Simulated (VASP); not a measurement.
Wanted: the native input for a VASP 6.6.1 run.

- Task: electric field gradients
- Functional: PBE
- Potentials or basis: VASP PAW PBE potentials, release 64 (Ti_sv)
- Cutoff: 400 eV
- k mesh: 15 × 15 × 15
- Occupations: fermi-dirac, width 0.05 eV
- Spin: no spin polarisation
- Dipole correction: no
- Further INCAR settings: ALGO = Normal; EDIFF = 1e-08; NBANDS = 12

The structure of Ti lies in POSCAR:

```
Ti
1.0
    0.0000000000      2.0300000000      2.0706000000
    2.0300000000      0.0000000000      2.0706000000
    2.0300000000      2.0300000000      0.0000000000
Ti
1
Direct
    0.0000000000      0.0000000000      0.0000000000
```

This cell differs from its parent crystal: zz strain of +2 %.

One way to write it, as run:

INCAR

```
SYSTEM = Ti
ALGO = Normal
EDIFF = 1E-8
ENCUT = 400
GGA = PE
GGA_COMPAT = .FALSE.
ISIF = 2
ISMEAR = -1
LASPH = .TRUE.
LCHARG = .FALSE.
LEFG = .TRUE.
LREAL = .FALSE.
LWAVE = .FALSE.
NBANDS = 12
NELM = 120
PREC = Accurate
SIGMA = 0.05
```

KPOINTS

```
k-points
0
G
  15 15 15
  0 0 0
```

Potentials or basis: VASP PAW PBE potentials, release 64 (Ti_sv).

Run with:

```bash
$ cat potpaw_PBE.64/Ti_sv/POTCAR > POTCAR
$ mpirun -np 1 vasp_std > vasp.out
```

Results of the run:

```
Pressure                                : 1.1 GPa
Band gap on the k mesh                  : zero (bands 6 and 7 overlap by 1.10 eV)
Largest electric field gradient by atom : Ti -2.0 V/Å²
```

Caveat: the cell differs from its parent crystal (zz strain of +2 %); without QUAD_EFG the Cq values of the log hold for a quadrupole moment of 1 mb, not for the nuclei.

It took 73 s on 1 thread of Intel Xeon 8259CL, with other jobs on the host, peak memory 0.15 GiB.
